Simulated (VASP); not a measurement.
**TaN: single point with r2SCAN+U**

Crystal: TaN.

```
Ta N
1.0
     0.00000    2.21702    2.21702
     2.21702    0.00000    2.21702
     2.21702    2.21702    0.00000
Ta N
1 1
Cartesian
  2.2170 2.2170 2.2170
  0.0000 0.0000 0.0000
```

```yaml
Program: VASP 6.6.1
Task: single point
Functional: r2SCAN
Potentials_or_basis: VASP PAW PBE potentials, release 64 (Ta_pv, N)
Cutoff: 660 eV
k_mesh: 10 × 10 × 10
Occupations: fermi-dirac, width 0.05 eV
Spin: no spin polarisation
Hubbard_terms: Ta d U = 8.0 eV
```

| Property | Result |
| --- | --- |
| Pressure | 17.7 GPa |
| Band gap on the k mesh | zero (band 8 reaches 12.36 eV, above the bottom of band 9 at 8.43 eV) |

Levels at points of the mesh, in eV from the Fermi level:
| k point | band 6 | band 7 | band 8 | band 9 | band 10 | band 11 |
| --- | --- | --- | --- | --- | --- | --- |
| (0.00, 0.00, 0.00) | -4.62 | -4.62 | -1.95 | -1.95 | -1.95 | 0.63 |
| (0.50, 0.00, 0.00) | -7.78 | -7.78 | 1.98 | 2.14 | 2.14 | 2.87 |
| (0.50, 0.50, 0.00) | -5.57 | -5.57 | -5.52 | 3.11 | 3.78 | 3.78 |

Eigenvalues of the final occupation matrices:
```
    site  spin  trace               eigenvalues
site 1 d     1   1.09  0.17 0.17 0.25 0.25 0.25
site 1 d     2   1.09  0.17 0.17 0.25 0.25 0.25
```

Wall time 58 s on 1 thread of AMD EPYC 9R45 96-Core Processor (Zen 5) (shared host), peak memory 0.15 GiB.

Caveat: the PAW data sets were made with another functional, which shifts forces and pressure a little; spin-orbit coupling is left out, which moves the levels of the heavy elements; U without spin polarisation on a metal has little footing.
